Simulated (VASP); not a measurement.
HgTe (Coloradoite): single point with PBE

HgTe (Coloradoite):

```
CELL_PARAMETERS angstrom
0.00000 3.21450 3.21450
3.21450 0.00000 3.21450
3.21450 3.21450 0.00000
ATOMIC_POSITIONS crystal
Hg 0.00000 0.00000 0.00000
Te 0.75000 0.75000 0.75000
```

```json
{
  "Program": "VASP 6.6.1",
  "Task": "single point",
  "Functional": "PBE",
  "Potentials or basis": "VASP PAW PBE potentials, release 64 (Hg, Te)",
  "Cutoff": "520 eV",
  "k mesh": "4 × 4 × 4",
  "Occupations": "fermi-dirac, width 0.05 eV",
  "Spin": "no spin polarisation"
}
```

| Property | Result |
| --- | --- |
| Pressure | 5.1 GPa |
| Band gap on the k mesh | zero (filled and empty bands touch) |

Levels at points of the mesh, in eV from the Fermi level:
| k point | band 6 | band 7 | band 8 | band 9 | band 10 | band 11 | band 12 | band 13 |
| --- | --- | --- | --- | --- | --- | --- | --- | --- |
| (0.00, 0.00, 0.00) | -6.97 | -0.73 | -0.03 | -0.03 | -0.03 | 4.15 | 4.15 | 4.15 |
| (0.50, 0.00, 0.00) | -6.65 | -5.65 | -1.06 | -1.06 | 0.66 | 4.96 | 4.96 | 6.82 |
| (0.50, 0.50, 0.00) | -6.49 | -5.58 | -2.38 | -2.38 | 1.85 | 2.39 | 8.26 | 8.88 |

Run time: 9 s on 1 thread of AMD EPYC 9R45 96-Core Processor (Zen 5), with other jobs on the host, peak memory 0.17 GiB.

Caveat: the k points lie up to 0.42 Å⁻¹ apart; spin-orbit coupling is left out, which moves the levels of the heavy elements.
